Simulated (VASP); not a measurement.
# MgS (Fm-3m) in VASP: settings compared

Aim: see how the results for MgS move with the level of theory and the settings. Levels: PBE, LDA. Tasks: single point.

All numbers are computed with VASP 6.6.1; they aren't measurements. Logs are shortened: lines on timing, memory, paths and dates and some standing lists are left out, and cuts for length are marked.

### 1 The cell of the first run

The structure is cubic, space group Fm-3m (No. 225). Conventional cell: a = 5.203 Å, b = 5.203 Å, c = 5.203 Å, α = 90.00°, β = 90.00°, γ = 90.00°. Within 3.4 Å of Mg (site symmetry m-3m) lie 6 S at 2.60 Å. S (site symmetry m-3m) has 6 Mg at 2.60 Å within 3.4 Å.

### 2 Single point, PBE

INCAR reads:

```
  PREC = Accurate
  ENCUT = 520
  EDIFF = 1E-7
  ISMEAR = 0
  SIGMA = 0.01
  LREAL = False
  LASPH = True
  NELM = 60
  ALGO = Normal
  ISIF = 2
  LWAVE = False
  LCHARG = False
  GGA = PE
  NBANDS = 11
```

KPOINTS reads:

```
Automatic mesh
0
Gamma
  4 4 4
```

POSCAR reads:

```
MgS
1.0
    0.0000000000      2.6015179362      2.6015179362
    2.6015179362      0.0000000000      2.6015179362
    2.6015179362      2.6015179362      0.0000000000
Mg S
1 1
Direct
    0.0000000000      0.0000000000      0.0000000000
    0.5000000000      0.5000000000      0.5000000000
```

Potentials or basis: VASP PAW PBE potentials, release 64 (Mg, S).

Started as:

```console
cat potpaw_PBE.64/Mg/POTCAR potpaw_PBE.64/S/POTCAR > POTCAR
mpirun -np 1 vasp_std > vasp.out
```

OUTCAR:

```text
PREC = Accurate
   ENCUT = 520
   EDIFF = 1E-7
   ISMEAR = 0
   LREAL = False
   LASPH = True
   NELM = 60
   ISIF = 2
   GGA = PE

 ion  position               nearest neighbor table
   1  0.000  0.000  0.000-   2 2.60   2 2.60   2 2.60   2 2.60   2 2.60   2 2.60
   2  0.500  0.500  0.500-   1 2.60   1 2.60   1 2.60   1 2.60   1 2.60   1 2.60

  LATTYP: Found a face centered cubic cell.
 ALAT       =     5.2030358724

  Lattice vectors:

 A1 = (   0.0000000000,   2.6015179362,   2.6015179362)
 A2 = (   2.6015179362,   0.0000000000,   2.6015179362)
 A3 = (   2.6015179362,   2.6015179362,   0.0000000000)

Analysis of symmetry for initial positions (statically):
=====================================================================
 Subroutine PRICEL returns:
 Original cell was already a primitive cell.

 Routine SETGRP: Setting up the symmetry group for a
 face centered cubic supercell.

 Subroutine GETGRP returns: Found 48 space group operations
 (whereof 48 operations were pure point group operations)
 out of a pool of 48 trial point group operations.

The static configuration has the point symmetry O_h .

Analysis of symmetry for dynamics (positions and initial velocities):
=====================================================================
 Subroutine PRICEL returns:
 Original cell was already a primitive cell.

 Routine SETGRP: Setting up the symmetry group for a
 face centered cubic supercell.

 Subroutine GETGRP returns: Found 48 space group operations
 (whereof 48 operations were pure point group operations)
 out of a pool of 48 trial point group operations.

The dynamic configuration has the point symmetry O_h .

 Subroutine INISYM returns: Found 48 space group operations
 (whereof 48 operations are pure point group operations),
 and found     1 'primitive' translations

----------------------------------------------------------------------------------------

                                     Primitive cell

  volume of cell :      35.2136

  direct lattice vectors                    reciprocal lattice vectors
     0.000000000  2.601517936  2.601517936    -0.192195484  0.192195484  0.192195484
     2.601517936  0.000000000  2.601517936     0.192195484 -0.192195484  0.192195484
     2.601517936  2.601517936  0.000000000     0.192195484  0.192195484 -0.192195484

  length of vectors
     3.679101948  3.679101948  3.679101948     0.332892344  0.332892344  0.332892344

  position of ions in fractional coordinates (direct lattice)
     0.000000000  0.000000000  0.000000000
     0.500000000  0.500000000  0.500000000

  ion indices of the primitive-cell ions
   primitive index   ion index
                 1           1
                 2           2

----------------------------------------------------------------------------------------

 KPOINTS: Automatic mesh

Automatic generation of k-mesh.
 Grid dimensions read from file:
 generate k-points for:    4    4    4

 Generating k-lattice:

  Cartesian coordinates                     Fractional coordinates (reciprocal lattice)
    -0.048048871  0.048048871  0.048048871     0.250000000  0.000000000  0.000000000
     0.048048871 -0.048048871  0.048048871     0.000000000  0.250000000  0.000000000
     0.048048871  0.048048871 -0.048048871     0.000000000  0.000000000  0.250000000

  Length of vectors
     0.083223086  0.083223086  0.083223086

  Shift w.r.t. Gamma in fractional coordinates (k-lattice)
     0.000000000  0.000000000  0.000000000

 Subroutine IBZKPT returns following result:
 ===========================================

 Found      8 irreducible k-points:

 Following reciprocal coordinates:
            Coordinates               Weight
  0.000000  0.000000  0.000000      1.000000
  0.250000  0.000000  0.000000      8.000000
  0.500000  0.000000  0.000000      4.000000
  0.250000  0.250000  0.000000      6.000000
  0.500000  0.250000  0.000000     24.000000
 -0.250000  0.250000  0.000000     12.000000
  0.500000  0.500000  0.000000      3.000000
 -0.250000  0.500000  0.250000      6.000000
   k-points           NKPTS =      8   k-points in BZ     NKDIM =      8   number of bands    NBANDS=     11
   number of dos      NEDOS =    301   number of ions     NIONS =      2
   total plane-waves  NPLWV =  21952
   dimension x,y,z NGX =    28 NGY =   28 NGZ =   28
   dimension x,y,z NGXF=    56 NGYF=   56 NGZF=   56
   ions per type =               1   1
   NGX,Y,Z   is equivalent  to a cutoff of  12.65, 12.65, 12.65 a.u.
   NGXF,Y,Z  is equivalent  to a cutoff of  25.30, 25.30, 25.30 a.u.
 SYSTEM =  unknown system
   PREC   = accura    normal or accurate (medium, high low for compatibility)
   ISTART =      0    job   : 0-new  1-cont  2-samecut
   ICHARG =      2    charge: 1-file 2-atom 10-const
   ISPIN  =      1    spin polarized calculation?
   LNONCOLLINEAR =      F non collinear calculations
   LSORBIT =      F    spin-orbit coupling
   LASPH  =      T    aspherical Exc in radial PAW
   ENCUT  =  520.0 eV  38.22 Ry    6.18 a.u.   6.84  6.84  6.84*2*pi/ulx,y,z
   NELM   =     60;   NELMIN=  2; NELMDL= -5     # of ELM steps
   EDIFF  = 0.1E-06   stopping-criterion for ELM
   LREAL  =      F    real-space projection
   EDIFFG = 0.1E-05   stopping-criterion for IOM
   NSW    =      0    number of steps for IOM
   IBRION =     -1    ionic relax: 0-MD 1-quasi-New 2-CG
   NFREE  =      0    steps in history (QN), initial steepest desc. (CG)
   ISIF   =      2    stress and relaxation
   ISYM   =      2    0-nonsym 1-usesym 2-fastsym
   POTIM  = 0.5000    time-step for ionic-motion
   TEBEG  =    0.0;   TEEND  =   0.0 temperature during run
   PSTRESS=    0.0 pullay stress
   NELECT =       8.0000    total number of electrons
   NUPDOWN=      -1.0000    fix difference up-down
   EMIN   =  10.00;   EMAX   =-10.00  energy-range for DOS
   EFERMI =   0.00;   METHOD = LEGACY
   ISMEAR =     0;   SIGMA  =   0.01  broadening in eV -4-tet -1-fermi 0-gaus
   EFERMI_NEDOS =   21; number of points for ismear=-14 and -15
   IALGO  =     38    algorithm
   IMIX   =      4    mixing-type and parameters
     AMIX     =   0.40;   BMIX     =  1.00
     AMIX_MAG =   1.60;   BMIX_MAG =  1.00
  volume/ion in A,a.u.               =      17.61       118.82
  Fermi-wavevector in a.u.,A,eV,Ry     =   0.998929  1.887702 13.576701  0.997859
  Thomas-Fermi vector in A             =   2.131185
   LORBIT       =      0    0 simple, 1 ext, 2 COOP (PROOUT), +10 PAW based schemes
   GGA     = PE    functional components
   LHFCALC =     F    Hartree Fock is set to
   AEXX    =    0.0000 exact exchange contribution
   IVDW    =     0    specifies the selected vdW correction
   LEPSILON=     F    determine dielectric tensor
   LRPA    =     F    only Hartree local field effects (RPA)
 non-spin polarized calculation
 Gauss-broadening in eV      SIGMA  =   0.01
  energy-cutoff  :      520.00
  volume of cell :       35.21
 maximum number of plane-waves:       960
   NGX = 13   NGY = 13   NGZ = 13

 number of electron       8.0000000 magnetization

 Free energy of the ion-electron system (eV)
  ---------------------------------------------------
  ext. energy  EPLUGINS =         0.00000000
  ---------------------------------------------------
  free energy    TOTEN  =        -8.45396037 eV

  energy without entropy =       -8.45396037  energy(sigma->0) =       -8.45396037

 E-fermi :   3.8860     XC(G=0):  -9.6806

 val. band max:        3.7551630603   @ k =   0.0000   0.0000   0.0000
 cond. band min:       6.5058164006   @ k =   0.5000   0.5000   0.0000
 fundamental gap:      2.7506533404
 Fermi energy:         3.8859538872

 k-point     1 :       0.0000    0.0000    0.0000
  band No.  band energies     occupation
      1      -8.9138      2.00000
      2       3.7552      2.00000
      3       3.7552      2.00000
      4       3.7552      2.00000
      5       7.4551      0.00000
      6      11.6909      0.00000
      7      11.6909      0.00000
      8      11.6909      0.00000
      9      14.0875      0.00000
     10      14.0875      0.00000
     11      16.2761      0.00000

 k-point     2 :       0.2500    0.0000    0.0000
  band No.  band energies     occupation
      1      -8.3526      2.00000
      2       0.9407      2.00000
      3       3.4331      2.00000
      4       3.4331      2.00000
      5       8.7020      0.00000
      6      11.5550      0.00000
      7      11.5550      0.00000
      8      12.0493      0.00000
      9      14.0284      0.00000
     10      14.0284      0.00000
     11      15.6206      0.00000

 k-point     3 :       0.5000    0.0000    0.0000
  band No.  band energies     occupation
      1      -7.6034      2.00000
      2      -1.0872      2.00000
      3       3.1644      2.00000
      4       3.1644      2.00000
      5       8.2884      0.00000
      6      10.6408      0.00000
      7      10.6408      0.00000
      8      13.8526      0.00000
      9      15.8987      0.00000
     10      18.1309      0.00000
     11      18.1309      0.00000

 k-point     4 :       0.2500    0.2500    0.0000
  band No.  band energies     occupation
      1      -8.1762      2.00000
      2       1.2000      2.00000
      3       2.7823      2.00000
      4       2.7823      2.00000
      5       8.7395      0.00000
      6       9.3646      0.00000
      7      11.9665      0.00000
      8      13.9359      0.00000
      9      13.9359      0.00000
     10      15.0796      0.00000
     11      19.0815      0.00000

 k-point     5 :       0.5000    0.2500    0.0000
  band No.  band energies     occupation
      1      -7.4381      2.00000
      2      -0.2960      2.00000
      3       1.5434      2.00000
      4       2.5478      2.00000
      5       8.1398      0.00000
      6      10.4882      0.00000
      7      12.5574      0.00000
      8      12.7145      0.00000
      9      16.3880      0.00000
     10      18.3195      0.00000
     11      19.3162      0.00000

 k-point     6 :      -0.2500    0.2500    0.0000
  band No.  band energies     occupation
      1      -7.6780      2.00000
      2       0.0489      2.00000
      3       1.4173      2.00000
      4       3.1243      2.00000
      5       9.4172      0.00000
      6      11.3298      0.00000
      7      11.6370      0.00000
      8      11.6956      0.00000
      9      14.2754      0.00000
     10      17.9381      0.00000
     11      18.9650      0.00000

 k-point     7 :       0.5000    0.5000    0.0000
  band No.  band energies     occupation
      1      -7.2307      2.00000
      2      -0.4488      2.00000
      3       2.0674      2.00000
      4       2.0674      2.00000
      5       6.5058      0.00000
      6       8.1317      0.00000
      7      15.7584      0.00000
      8      16.5595      0.00000
      9      17.1132      0.00000
     10      17.1132      0.00000
     11      19.5855      0.00000

 k-point     8 :      -0.2500    0.5000    0.2500
  band No.  band energies     occupation
      1      -7.1855      2.00000
      2       0.5181      2.00000
      3       0.5181      2.00000
      4       1.3879      2.00000
      5       8.9877      0.00000
      6      11.7024      0.00000
      7      11.7024      0.00000
      8      11.8037      0.00000
      9      18.0791      0.00000
     10      18.0791      0.00000
     11      19.4499      0.00000

------------------------ aborting loop because EDIFF is reached ----------------------------------------

  FORCE on cell =-STRESS in cart. coord.  units (eV):
  Direction    XX          YY          ZZ          XY          YZ          ZX
  --------------------------------------------------------------------------------------
  -------------------------------------------------------------------------------------
  Total        0.2740158      0.2740158      0.2740158      0.0000000      0.0000000     -0.0000000
  in kB       12.4673934     12.4673934     12.4673934      0.0000000      0.0000000     -0.0000000
  external PRESSURE =      12.4673934 kB  Pullay stress =       0.0000000 kB

 VOLUME and BASIS-vectors are now :
 -----------------------------------------------------------------------------
  energy-cutoff  :      520.00
  volume of cell :       35.21
      direct lattice vectors                 reciprocal lattice vectors
     0.000000000  2.601517936  2.601517936    -0.192195484  0.192195484  0.192195484
     2.601517936  0.000000000  2.601517936     0.192195484 -0.192195484  0.192195484
     2.601517936  2.601517936  0.000000000     0.192195484  0.192195484 -0.192195484

 POSITION                                       TOTAL-FORCE (eV/Angst)
 -----------------------------------------------------------------------------------
      0.00000      0.00000      0.00000         0.000000     -0.000000      0.000000
      2.60152      2.60152      2.60152        -0.000000      0.000000     -0.000000
 -----------------------------------------------------------------------------------
    total drift:                                0.000000      0.000000      0.000000

  FREE ENERGIE OF THE ION-ELECTRON SYSTEM (eV)
  ---------------------------------------------------
  free  energy   TOTEN  =        -8.4539603738 eV

  energy  without entropy=       -8.4539603738  energy(sigma->0) =       -8.45396037
```

It took 4 s on 1 thread of Intel Xeon 6975P-C, shared host; peak memory 0.15 GiB.

What came out:

```yaml
Free_energy: -8.4540 eV
Pressure: 1.2 GPa
Band_gap_on_the_k_mesh: 2.75 eV, indirect (least direct gap 3.70 eV)
```

Levels at points of the mesh, in eV from the valence-band top:
| k point | band 1 | band 2 | band 3 | band 4 | band 5 | band 6 | band 7 | band 8 | band 9 |
| --- | --- | --- | --- | --- | --- | --- | --- | --- | --- |
| (0.00, 0.00, 0.00) | -12.67 | 0.00 | 0.00 | 0.00 | 3.70 | 7.94 | 7.94 | 7.94 | 10.33 |
| (0.50, 0.00, 0.00) | -11.36 | -4.84 | -0.59 | -0.59 | 4.53 | 6.89 | 6.89 | 10.10 | 12.14 |
| (0.50, 0.50, 0.00) | -10.99 | -4.20 | -1.69 | -1.69 | 2.75 | 4.38 | 12.00 | 12.80 | 13.36 |

Caveat: the k points lie up to 0.52 Å⁻¹ apart. As with any semilocal functional, this PBE gap is likely too small.

### 3 Single point, PBE

INCAR reads:

```
SYSTEM = MgS
PREC = Accurate ; ENCUT = 520
EDIFF = 1E-6 ; ISMEAR = 0
SIGMA = 0.01 ; LREAL = .FALSE.
LASPH = .TRUE. ; NELM = 80
ALGO = Normal ; ISIF = 2
LWAVE = .FALSE. ; LCHARG = .FALSE.
GGA = PE ; NBANDS = 11
```

KPOINTS reads:

```
regular mesh
0
G
  4 4 4
  0 0 0
```

POSCAR is that of step 2.

Potentials or basis: VASP PAW PBE potentials, release 64 (Mg, S).

Started as:

```console
cat potpaw_PBE.64/Mg/POTCAR potpaw_PBE.64/S/POTCAR > POTCAR
mpirun -np 1 vasp_std > vasp.out
```

Run time: 3.6 s. Hardware: 1 thread of Intel Xeon 6975P-C, shared host; peak memory 0.15 GiB.

Results (log left out):

```yaml
Free_energy: -8.4540 eV
Pressure: 1.2 GPa
Band_gap_on_the_k_mesh: 2.75 eV, indirect (least direct gap 3.70 eV)
```

Levels at points of the mesh, in eV from the valence-band top:
| k point | band 1 | band 2 | band 3 | band 4 | band 5 | band 6 | band 7 | band 8 | band 9 |
| --- | --- | --- | --- | --- | --- | --- | --- | --- | --- |
| (0.00, 0.00, 0.00) | -12.67 | 0.00 | 0.00 | 0.00 | 3.70 | 7.94 | 7.94 | 7.94 | 10.33 |
| (0.50, 0.00, 0.00) | -11.36 | -4.84 | -0.59 | -0.59 | 4.53 | 6.89 | 6.89 | 10.10 | 12.14 |
| (0.50, 0.50, 0.00) | -10.99 | -4.20 | -1.69 | -1.69 | 2.75 | 4.38 | 12.00 | 12.80 | 13.36 |

Caveat: the k points lie up to 0.52 Å⁻¹ apart. A k mesh can miss the band edges.

### 4 Single point, LDA

INCAR reads:

```
ALGO     = Normal         # electronic algorithm
EDIFF    = 1E-6           # SCF threshold, eV
ENCUT    = 520            # plane-wave cutoff, eV
GGA      = CA             # functional
ISIF     = 2              # what is computed and relaxed
ISMEAR   = 0              # smearing method
LASPH    = True           # aspherical terms in the spheres
LCHARG   = False          # write CHGCAR
LREAL    = False          # projectors in reciprocal space
LWAVE    = False          # write WAVECAR
NBANDS   = 11             # bands
NELM     = 80             # most SCF steps
PREC     = Accurate       # precision mode
SIGMA    = 0.01           # smearing width, eV
```

KPOINTS reads:

```
k-points
0
Gamma
  4 4 4
```

POSCAR is that of step 3.

Potentials or basis: VASP PAW LDA potentials, release 64 (Mg, S).

Started as:

```console
cat potpaw_LDA.64/Mg/POTCAR potpaw_LDA.64/S/POTCAR > POTCAR
mpirun -np 1 vasp_std > vasp.out
```

Run time: 2.9 s. Hardware: 1 thread of Intel Xeon 6975P-C, shared host; peak memory 0.14 GiB.

Results (log left out):

| Item | Value |
| --- | --- |
| Free energy | -9.5188 eV |
| Pressure | -3.5 GPa |
| Band gap on the k mesh | 2.53 eV, indirect (least direct gap 3.48 eV) |

Levels at points of the mesh, in eV from the valence-band top:
```tsv
k point	band 1	band 2	band 3	band 4	band 5	band 6	band 7	band 8
(0.00, 0.00, 0.00)	-12.64	0.00	0.00	0.00	3.48	7.81	7.81	7.81
(0.50, 0.00, 0.00)	-11.30	-4.93	-0.60	-0.60	4.35	6.71	6.71	9.82
(0.50, 0.50, 0.00)	-10.92	-4.27	-1.72	-1.72	2.53	4.23	11.79	12.74
```

Caveat: the k points lie up to 0.52 Å⁻¹ apart.

### 5 Single point, PBE

INCAR reads:

```
SYSTEM = MgS
PREC     = Accurate       ! precision mode
ENCUT    = 520            ! plane-wave cutoff, eV
EDIFF    = 1E-6           ! SCF threshold, eV
ISMEAR   = 0              ! smearing method
SIGMA    = 0.01           ! smearing width, eV
LREAL    = .FALSE.        ! projectors in reciprocal space
LASPH    = .TRUE.         ! aspherical terms in the spheres
NELM     = 80             ! most SCF steps
ALGO     = Normal         ! electronic algorithm
ISIF     = 2              ! what is computed and relaxed
LWAVE    = .FALSE.        ! write WAVECAR
LCHARG   = .FALSE.        ! write CHGCAR
GGA      = PE             ! functional
NBANDS   = 11             ! bands
```

KPOINTS reads:

```
Automatic mesh
0
G
  6 6 6
  0 0 0
```

POSCAR is that of step 4.

Potentials or basis: VASP PAW PBE potentials, release 64 (Mg, S).

Started as:

```console
cat potpaw_PBE.64/Mg/POTCAR potpaw_PBE.64/S/POTCAR > POTCAR
mpirun -np 1 vasp_std > vasp.out
```

Wall time 5.9 s (1 thread of Intel Xeon 6975P-C, shared host); peak memory 0.15 GiB.

It converged, with:

```
Free energy            : -8.4992 eV
Pressure               : 0.9 GPa
Band gap on the k mesh : 2.77 eV, indirect (least direct gap 3.71 eV)
```

Levels at points of the mesh, in eV from the valence-band top:
| k point | band 1 | band 2 | band 3 | band 4 | band 5 | band 6 | band 7 | band 8 |
| --- | --- | --- | --- | --- | --- | --- | --- | --- |
| (0.00, 0.00, 0.00) | -12.67 | 0.00 | 0.00 | 0.00 | 3.71 | 7.95 | 7.95 | 7.95 |
| (0.50, 0.00, 0.00) | -11.36 | -4.83 | -0.59 | -0.59 | 4.55 | 6.91 | 6.91 | 10.11 |
| (0.50, 0.50, 0.00) | -10.99 | -4.19 | -1.68 | -1.68 | 2.77 | 4.39 | 12.01 | 12.82 |

### 6 The runs side by side

```csv
level,potentials or basis,k mesh,gap on the mesh (eV),pressure (GPa)
PBE,"VASP PAW PBE potentials, release 64 (Mg, S)",4 × 4 × 4,2.75,1.2
LDA,"VASP PAW LDA potentials, release 64 (Mg, S)",4 × 4 × 4,2.53,-3.5
PBE,"VASP PAW PBE potentials, release 64 (Mg, S)",6 × 6 × 6,2.77,0.9
```

Alike in all rows: task single point; no spin polarisation; cell as given; cutoff (eV) 520; smearing gaussian 0.01 eV.

Caveats: some runs use coarse meshes.

Absolute energies hang on the potentials; compare differences alone.
